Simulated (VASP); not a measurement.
A run of VASP 6.6.1 is set up as follows.

Contents of INCAR:

```
PREC = Accurate
ENCUT = 520
EDIFF = 1E-6
ISMEAR = 0
SIGMA = 0.1
LREAL = False
LASPH = True
NELM = 100
ALGO = Normal
ISIF = 2
LWAVE = False
LCHARG = False
GGA = PE
NBANDS = 41
```

The input KPOINTS:

```
Automatic mesh
0
Gamma
  4 4 4
```

POSCAR

```
Sc4GeSe
1.0
    6.4149889043      0.0000000000      0.0000000000
    0.0000000000      6.4149889043      0.0000000000
    0.0000000000      0.0000000000      5.0870176577
Sc Ge Se
4 1 1
Direct
    0.3469337369      0.8095923165      0.5000000000
    0.6530662631      0.1904076835      0.5000000000
    0.1904076835      0.3469337369      0.5000000000
    0.8095923165      0.6530662631      0.5000000000
    0.0000000000      0.0000000000      0.0000000000
    0.0000000000      0.0000000000      0.5000000000
```

Potentials or basis: VASP PAW PBE potentials, release 64 (Sc_sv, Ge_d, Se).

Command:

```bash
$ cat potpaw_PBE.64/Sc_sv/POTCAR potpaw_PBE.64/Ge_d/POTCAR potpaw_PBE.64/Se/POTCAR > POTCAR
$ mpirun -np 1 vasp_std > vasp.out
```

Problem. Predict the largest force.

Solution. 0.009 eV/Å.

Problem. Estimate the band gap on the k mesh.

Solution. Zero (band 32 reaches 2.16 eV, above the bottom of band 33 at 1.65 eV).

Forces in eV/Å, atoms in the order of the input:
```
Sc   0.008  0.003  0.000
Sc  -0.008 -0.003  0.000
Sc  -0.003  0.008  0.000
Sc   0.003 -0.008  0.000
Ge   0.000  0.000  0.000
Se   0.000  0.000  0.000
```
